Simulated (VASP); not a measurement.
# TiC (Fm-3m) in VASP: further runs

The runs below take TiC through single point, with LDA.

All numbers are computed with VASP 6.6.1; they aren't measurements. Logs are shortened: lines on timing, memory, paths and dates and some standing lists are left out, and cuts for length are marked.

## 1. The cell of the first run

The structure is cubic, space group Fm-3m (No. 225). Conventional cell: a = 4.243 Å, b = 4.243 Å, c = 4.243 Å, α = 90.00°, β = 90.00°, γ = 90.00°. Within 2.8 Å of Ti (site symmetry m-3m) lie 6 C at 2.12 Å. Within 2.8 Å of C (site symmetry m-3m) lie 6 Ti at 2.12 Å.

## 2. Single point, LDA

INCAR reads:

```
SYSTEM = TiC
  PREC = Accurate
  ENCUT = 520
  EDIFF = 1E-7
  ISMEAR = -1
  SIGMA = 0.05
  LREAL = .False.
  LASPH = .True.
  NELM = 100
  ALGO = Normal
  ISIF = 2
  LWAVE = .False.
  LCHARG = .False.
  NBANDS = 15
```

KPOINTS reads:

```
regular mesh
0
Gamma
  11 11 11
  0 0 0
```

POSCAR reads:

```
TiC
1.0
    0.0000000000      2.1215080947      2.1215080947
    2.1215080947      0.0000000000      2.1215080947
    2.1215080947      2.1215080947      0.0000000000
Ti C
1 1
Direct
    0.0000000000      0.0000000000      0.0000000000
    0.5000000000      0.5000000000      0.5000000000
```

Potentials or basis: VASP PAW LDA potentials, release 64 (Ti_sv, C).

Started as:

```sh
$ cat potpaw_LDA.64/Ti_sv/POTCAR potpaw_LDA.64/C/POTCAR > POTCAR
$ mpirun -np 1 vasp_std > vasp.out
```

OUTCAR:

```text
SYSTEM = TiC
   PREC = Accurate
   ENCUT = 520
   EDIFF = 1E-7
   ISMEAR = -1
   LREAL = .False.
   LASPH = .True.
   NELM = 100
   ISIF = 2

 ion  position               nearest neighbor table
   1  0.000  0.000  0.000-   2 2.12   2 2.12   2 2.12   2 2.12   2 2.12   2 2.12
   2  0.500  0.500  0.500-   1 2.12   1 2.12   1 2.12   1 2.12   1 2.12   1 2.12

  LATTYP: Found a face centered cubic cell.
 ALAT       =     4.2430161894

  Lattice vectors:

 A1 = (   0.0000000000,   2.1215080947,   2.1215080947)
 A2 = (   2.1215080947,   0.0000000000,   2.1215080947)
 A3 = (   2.1215080947,   2.1215080947,   0.0000000000)

Analysis of symmetry for initial positions (statically):
=====================================================================
 Subroutine PRICEL returns:
 Original cell was already a primitive cell.

 Routine SETGRP: Setting up the symmetry group for a
 face centered cubic supercell.

 Subroutine GETGRP returns: Found 48 space group operations
[... 9 lines left out ...]

 Routine SETGRP: Setting up the symmetry group for a
 face centered cubic supercell.

 Subroutine GETGRP returns: Found 48 space group operations
[... 11 lines left out ...]
                                     Primitive cell

  volume of cell :      19.0970

  direct lattice vectors                    reciprocal lattice vectors
     0.000000000  2.121508095  2.121508095    -0.235681401  0.235681401  0.235681401
     2.121508095  0.000000000  2.121508095     0.235681401 -0.235681401  0.235681401
     2.121508095  2.121508095  0.000000000     0.235681401  0.235681401 -0.235681401

  length of vectors
     3.000265520  3.000265520  3.000265520     0.408212161  0.408212161  0.408212161

  position of ions in fractional coordinates (direct lattice)
[... 8 lines left out ...]
----------------------------------------------------------------------------------------

 KPOINTS: regular mesh

Automatic generation of k-mesh.
 Grid dimensions read from file:
 generate k-points for:   11   11   11

 Generating k-lattice:

  Cartesian coordinates                     Fractional coordinates (reciprocal lattice)
    -0.021425582  0.021425582  0.021425582     0.090909091  0.000000000  0.000000000
     0.021425582 -0.021425582  0.021425582     0.000000000  0.090909091  0.000000000
     0.021425582  0.021425582 -0.021425582     0.000000000  0.000000000  0.090909091

  Length of vectors
     0.037110196  0.037110196  0.037110196

  Shift w.r.t. Gamma in fractional coordinates (k-lattice)
     0.000000000  0.000000000  0.000000000

 Subroutine IBZKPT returns following result:
 ===========================================

 Found     56 irreducible k-points:

 Following reciprocal coordinates:
            Coordinates               Weight
  0.000000  0.000000  0.000000      1.000000
  0.090909  0.000000  0.000000      8.000000
  0.181818  0.000000  0.000000      8.000000
  0.272727  0.000000  0.000000      8.000000
  0.363636  0.000000  0.000000      8.000000
  0.454545  0.000000  0.000000      8.000000
[... 16 lines left out ...]
 -0.272727  0.181818  0.000000     24.000000
 -0.181818  0.181818  0.000000     12.000000
 [... further k-points ...]
   k-points           NKPTS =     56   k-points in BZ     NKDIM =     56   number of bands    NBANDS=     15
   number of dos      NEDOS =    301   number of ions     NIONS =      2
   total plane-waves  NPLWV =  13824
   dimension x,y,z NGX =    24 NGY =   24 NGZ =   24
   dimension x,y,z NGXF=    48 NGYF=   48 NGZF=   48
   ions per type =               1   1
   NGX,Y,Z   is equivalent  to a cutoff of  13.30, 13.30, 13.30 a.u.
   NGXF,Y,Z  is equivalent  to a cutoff of  26.60, 26.60, 26.60 a.u.
 SYSTEM =  TiC
   PREC   = accura    normal or accurate (medium, high low for compatibility)
   ISTART =      0    job   : 0-new  1-cont  2-samecut
   ICHARG =      2    charge: 1-file 2-atom 10-const
   ISPIN  =      1    spin polarized calculation?
   LNONCOLLINEAR =      F non collinear calculations
   LSORBIT =      F    spin-orbit coupling
   LASPH  =      T    aspherical Exc in radial PAW
   ENCUT  =  520.0 eV  38.22 Ry    6.18 a.u.   5.58  5.58  5.58*2*pi/ulx,y,z
   NELM   =    100;   NELMIN=  2; NELMDL= -5     # of ELM steps
   EDIFF  = 0.1E-06   stopping-criterion for ELM
   LREAL  =      F    real-space projection
   EDIFFG = 0.1E-05   stopping-criterion for IOM
   NSW    =      0    number of steps for IOM
   IBRION =     -1    ionic relax: 0-MD 1-quasi-New 2-CG
   NFREE  =      0    steps in history (QN), initial steepest desc. (CG)
   ISIF   =      2    stress and relaxation
   ISYM   =      2    0-nonsym 1-usesym 2-fastsym
   POTIM  = 0.5000    time-step for ionic-motion
   TEBEG  =    0.0;   TEEND  =   0.0 temperature during run
   PSTRESS=    0.0 pullay stress
   NELECT =      16.0000    total number of electrons
   NUPDOWN=      -1.0000    fix difference up-down
   EMIN   =  10.00;   EMAX   =-10.00  energy-range for DOS
   EFERMI =   0.00;   METHOD = LEGACY
   ISMEAR =    -1;   SIGMA  =   0.05  broadening in eV -4-tet -1-fermi 0-gaus
   EFERMI_NEDOS =   21; number of points for ismear=-14 and -15
   IALGO  =     38    algorithm
   IMIX   =      4    mixing-type and parameters
     AMIX     =   0.40;   BMIX     =  1.00
     AMIX_MAG =   1.60;   BMIX_MAG =  1.00
  volume/ion in A,a.u.               =       9.55        64.44
  Fermi-wavevector in a.u.,A,eV,Ry     =   1.543335  2.916480 32.407474  2.381882
  Thomas-Fermi vector in A             =   2.649012
   LORBIT       =      0    0 simple, 1 ext, 2 COOP (PROOUT), +10 PAW based schemes
   GGA     = CA    functional components
   LHFCALC =     F    Hartree Fock is set to
   AEXX    =    0.0000 exact exchange contribution
   IVDW    =     0    specifies the selected vdW correction
   LEPSILON=     F    determine dielectric tensor
   LRPA    =     F    only Hartree local field effects (RPA)
 non-spin polarized calculation
  energy-cutoff  :      520.00
  volume of cell :       19.10
 maximum number of plane-waves:       532
   NGX = 11   NGY = 11   NGZ = 11

 number of electron      16.0000002 magnetization

 Free energy of the ion-electron system (eV)
  ---------------------------------------------------
  ext. energy  EPLUGINS =         0.00000000
  ---------------------------------------------------
  free energy    TOTEN  =       -20.53567827 eV

  energy without entropy =      -20.53291232  energy(sigma->0) =      -20.53429530

 E-fermi :  10.0449     XC(G=0): -13.2975

 val. band max:        9.9896297831   @ k =   0.4545   0.4545   0.0000
 cond. band min:      10.1152768446   @ k =   0.0909   0.0000   0.0000
 fundamental gap:      0.1256470615
 Fermi energy:        10.0449189650

 k-point     1 :       0.0000    0.0000    0.0000
  band No.  band energies     occupation
      1     -45.7243      2.00000
      2     -22.0914      2.00000
      3     -22.0914      2.00000
      4     -22.0914      2.00000
      5      -2.5063      2.00000
      6      10.6314      0.00002
      7      10.6314      0.00002
      8      10.6314      0.00002
      9      11.7525      0.00000
     10      11.7525      0.00000
     11      11.7525      0.00000
     12      11.8263      0.00000
     13      11.8263      0.00000
     14      21.5275      0.00000
     15      24.2780      0.00000

 k-point     2 :       0.0909    0.0000    0.0000
  band No.  band energies     occupation
      1     -45.7162      2.00000
      2     -22.1450      2.00000
      3     -22.0963      2.00000
      4     -22.0963      2.00000
      5      -2.3033      2.00000
      6       9.8029      1.98431
      7      10.1153      0.39337
      8      10.1153      0.39336
      9      11.0119      0.00000
     10      11.0119      0.00000
     11      12.1745      0.00000
     12      13.3803      0.00000
     13      13.3803      0.00000
     14      21.8195      0.00000
     15      24.4062      0.00000

 k-point     3 :       0.1818    0.0000    0.0000
  band No.  band energies     occupation
      1     -45.6945      2.00000
      2     -22.2866      2.00000
      3     -22.1092      2.00000
      4     -22.1092      2.00000
      5      -1.7231      2.00000
      6       8.3369      2.00000
      7       8.9196      2.00000
      8       8.9196      2.00000
      9      11.3775      0.00000
     10      11.3775      0.00000
     11      12.6605      0.00000
     12      15.0453      0.00000
     13      15.0453      0.00000
     14      22.2287      0.00000
     15      24.5731      0.00000

 k-point     4 :       0.2727    0.0000    0.0000
  band No.  band energies     occupation
      1     -45.6660      2.00000
      2     -22.4677      2.00000
      3     -22.1261      2.00000
      4     -22.1261      2.00000
      5      -0.8447      2.00000
      6       6.7508      2.00000
      7       7.9423      2.00000
      8       7.9423      2.00000
      9      11.9825      0.00000
     10      11.9825      0.00000
     11      13.1431      0.00000
     12      16.6125      0.00000
     13      16.6125      0.00000
     14      21.4947      0.00000
     15      25.3377      0.00000
[... 307 lines left out ...]
 k-point    22 :      -0.3636    0.1818    0.0000
  band No.  band energies     occupation
      1     -45.6144      2.00000
      2     -22.6366      2.00000
      3     -22.2946      2.00000
      4     -22.1667      2.00000
      5       0.8392      2.00000
      6       4.8115      2.00000
      7       6.9937      2.00000
      8       7.1549      2.00000
      9      12.6846      0.00000
     10      13.0962      0.00000
     11      14.0895      0.00000
     12      16.5750      0.00000
     13      18.4136      0.00000
     14      20.8539      0.00000
     15      24.6268      0.00000

 k-point    23 :      -0.2727    0.1818    0.0000
  band No.  band energies     occupation
      1     -45.6320      2.00000
      2     -22.5513      2.00000
      3     -22.2808      2.00000
      4     -22.1388      2.00000
      5       0.1636      2.00000
      6       5.5785      2.00000
      7       7.2803      2.00000
      8       7.3630      2.00000
      9      12.0852      0.00000
     10      13.1750      0.00000
     11      14.0273      0.00000
     12      15.5672      0.00000
     13      18.4929      0.00000
     14      21.6216      0.00000
     15      24.1914      0.00000

 k-point    24 :      -0.1818    0.1818    0.0000
  band No.  band energies     occupation
      1     -45.6563      2.00000
      2     -22.4463      2.00000
      3     -22.2304      2.00000
      4     -22.1157      2.00000
      5      -0.6397      2.00000
      6       6.6039      2.00000
      7       7.6658      2.00000
      8       7.9123      2.00000
      9      11.5674      0.00000
     10      12.8295      0.00000
     11      13.7714      0.00000
     12      14.7511      0.00000
     13      17.7666      0.00000
     14      22.4979      0.00000
     15      24.0473      0.00000

 [... further k-points ...]
[... 5 lines left out ...]
  --------------------------------------------------------------------------------------
  -------------------------------------------------------------------------------------
  Total        0.5221404      0.5221404      0.5221404      0.0000000      0.0000000      0.0000000
  in kB       43.8060202     43.8060202     43.8060202      0.0000000      0.0000000      0.0000000
  external PRESSURE =      43.8060202 kB  Pullay stress =       0.0000000 kB

 VOLUME and BASIS-vectors are now :
 -----------------------------------------------------------------------------
  energy-cutoff  :      520.00
  volume of cell :       19.10
      direct lattice vectors                 reciprocal lattice vectors
     0.000000000  2.121508095  2.121508095    -0.235681401  0.235681401  0.235681401
     2.121508095  0.000000000  2.121508095     0.235681401 -0.235681401  0.235681401
     2.121508095  2.121508095  0.000000000     0.235681401  0.235681401 -0.235681401

 POSITION                                       TOTAL-FORCE (eV/Angst)
 -----------------------------------------------------------------------------------
      0.00000      0.00000      0.00000         0.000000      0.000000     -0.000000
      2.12151      2.12151      2.12151        -0.000000      0.000000      0.000000
 -----------------------------------------------------------------------------------
    total drift:                                0.000000     -0.000000     -0.000000

  FREE ENERGIE OF THE ION-ELECTRON SYSTEM (eV)
  ---------------------------------------------------
  free  energy   TOTEN  =       -20.5356782694 eV

  energy  without entropy=      -20.5329123233  energy(sigma->0) =      -20.53429530
```

It took 12 s on 1 thread of Intel Xeon Platinum 8488C (Sapphire Rapids), shared host; peak memory 0.13 GiB.

What came out:

- Free energy: -20.5357 eV
- Pressure: 4.4 GPa
- Band gap on the k mesh: zero (band 8 reaches 10.63 eV, above the bottom of band 9 at 9.56 eV)

Levels at points of the mesh, in eV from the Fermi level:
```csv
k point,band 5,band 6,band 7,band 8,band 9,band 10,band 11,band 12
"(0.00, 0.00, 0.00)",-12.55,0.59,0.59,0.59,1.71,1.71,1.71,1.78
```

## 3. Single point, LDA

This run uses another cell than the first one, of 9.75 Å³/atom, 1.021 times its volume.

INCAR reads:

```
  ALGO = Normal
  EDIFF = 1E-6
  ENCUT = 520
  ISIF = 2
  ISMEAR = -1
  LASPH = T
  LCHARG = F
  LREAL = F
  LWAVE = F
  NBANDS = 15
  NELM = 80
  PREC = Accurate
  SIGMA = 0.05
```

KPOINTS reads:

```
k-points
0
Gamma
  11 11 11
```

POSCAR reads:

```
TiC
1.0
    0.0000000000      2.1364487848      2.1364487848
    2.1364487848      0.0000000000      2.1364487848
    2.1364487848      2.1364487848      0.0000000000
Ti C
1 1
Direct
    0.0000000000      0.0000000000      0.0000000000
    0.5000000000      0.5000000000      0.5000000000
```

Potentials or basis: VASP PAW LDA potentials, release 64 (Ti_sv, C).

Started as:

```sh
$ cat potpaw_LDA.64/Ti_sv/POTCAR potpaw_LDA.64/C/POTCAR > POTCAR
$ mpirun -np 1 vasp_std > vasp.out
```

Run time: 7.8 s. Hardware: 1 thread of Intel Xeon Platinum 8488C (Sapphire Rapids), shared host; peak memory 0.13 GiB.

It converged, with:

```
Free energy            : -20.5393 eV
Pressure               : -1.6 GPa
Band gap on the k mesh : zero (band 8 reaches 10.37 eV, above the bottom of band 9 at 9.31 eV)
```

Levels at points of the mesh, in eV from the Fermi level:
```
           k point  band 5  band 6  band 7  band 8  band 9  band 10  band 11  band 12
(0.00, 0.00, 0.00)  -12.45    0.59    0.59    0.59    1.68     1.68     1.68     1.74
```
